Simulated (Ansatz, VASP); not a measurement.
One calculation of PbS, two programs

```
CELL_PARAMETERS angstrom
2.96148 -2.96704 0.18162
2.96148 2.96704 0.18162
-0.36332 0.00000 5.92430
ATOMIC_POSITIONS crystal
Pb 0.75000 0.75000 0.74995
Pb 0.25000 0.25000 0.25005
S 0.25001 0.25001 0.74985
S 0.74999 0.74999 0.25015
```

Alike in both runs: task relaxation of cell and atoms; functional LDA; k mesh 8 × 8 × 6; occupations gaussian, width 0.02 eV; no spin polarisation.

```csv
,VASP,Ansatz
version,VASP 6.6.1,Ansatz 0.2.0
potentials or method,"VASP PAW LDA potentials, release 64 (Pb_d, S), cutoff 600 eV","scalar-relativistic, plane waves, PAW"
valence electrons in the cell,40,40
```

```tsv
	VASP	Ansatz	Ansatz less VASP
gap on the k mesh at the Fermi level, each at its own relaxed structure (eV)	0.05	0.07	+0.027
relaxed volume (Å³/atom)	25.02	24.97	-0.042
relaxed cell length with the largest relative difference (Å)	4.136	4.133	-0.0024
```

LDA's correlation is that of Perdew and Zunger in VASP and of Perdew and Wang (1992) in Ansatz. Ansatz's warnings: structure snapped to symmetry.

Neither program's run includes spin-orbit coupling.
